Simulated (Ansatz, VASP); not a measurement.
## Bi: VASP beside Ansatz

```xyz
2
Lattice="4.4190 0.0000 0.0000 -2.2095 3.8270 0.0000 0.0000 0.0000 28.0000" Properties=species:S:1:pos:R:3 pbc="T T T"
Bi    0.0000    2.5513   14.5545
Bi    2.2095    1.2757   13.4455
```

Alike in both runs: task single point; functional PBE; k mesh 9 × 9 × 1; occupations gaussian, width 0.02 eV; no spin polarisation.

|  | VASP | Ansatz |
| --- | --- | --- |
| version | VASP 6.6.1 | Ansatz 0.2.0 |
| potentials or method | VASP PAW PBE potentials, release 64 (Bi_d), cutoff 520 eV | scalar-relativistic, plane waves, PAW |
| valence electrons in the cell | 30 | 30 |

```tsv
	VASP	Ansatz	Ansatz less VASP
gap on the k mesh at the Fermi level (eV)	0.17	0.17	+0.003
least direct gap on the mesh (eV)	0.40	0.44	+0.035
rms of the force components (eV/Å)	2.108	2.104	-0.0043
```

Atom by atom the forces differ by 0.004 eV/Å (rms over components).

Neither program's run includes spin-orbit coupling.
